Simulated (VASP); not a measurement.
Write the native input for VASP 6.6.1 that does the following.

```yaml
Task: single point
Functional: PBE
Potentials_or_basis: VASP PAW PBE potentials, release 64 (Si, Ge_d)
Cutoff: 520 eV
k_mesh: 6 × 6 × 4
Occupations: gaussian, width 0.01 eV
Spin: no spin polarisation
Dipole_correction: no
Further_INCAR_settings: ALGO = Normal; EDIFF = 1e-07; NBANDS = 21
```

The structure of Si3Ge lies in POSCAR:

```
Si3Ge
1.0
    3.9549955611      0.0000000000      0.0000000000
    0.0000000000      3.9549955611      0.0000000000
    0.0000000000      0.0000000000      5.5760376157
Si Ge
3 1
Direct
    0.5000000000      0.0000000000      0.7558950875
    0.5000000000      0.5000000000      0.0000000000
    0.0000000000      0.5000000000      0.2441049125
    0.0000000000      0.0000000000      0.5000000000
```

This cell differs from its parent crystal: volume changed by +3%.

One way to write it, as run:

INCAR

```
SYSTEM = Si3Ge
PREC = Accurate
ENCUT = 520
EDIFF = 1E-7
ISMEAR = 0
SIGMA = 0.01
LREAL = .FALSE.
LASPH = .TRUE.
NELM = 80
ALGO = Normal
ISIF = 2
LWAVE = .FALSE.
LCHARG = .TRUE.
GGA = PE
LELF = .TRUE.
LVHAR = .TRUE.
NBANDS = 21
```

KPOINTS

```
Automatic mesh
0
G
  6 6 4
  0 0 0
```

Potentials or basis: VASP PAW PBE potentials, release 64 (Si, Ge_d).

Launch:

```bash
$ cat potpaw_PBE.64/Si/POTCAR potpaw_PBE.64/Ge_d/POTCAR > POTCAR
$ mpirun -np 1 vasp_std > vasp.out
```

It gave:

- Pressure: -2.3 GPa
- Largest force: 0.004 eV/Å
- Band gap on the k mesh: 0.45 eV, indirect (least direct gap 0.72 eV)

It took 26 s on 1 thread of Intel(R) Xeon(R) Platinum 8559C (Emerald Rapids), with other jobs on the host, peak memory 0.21 GiB.
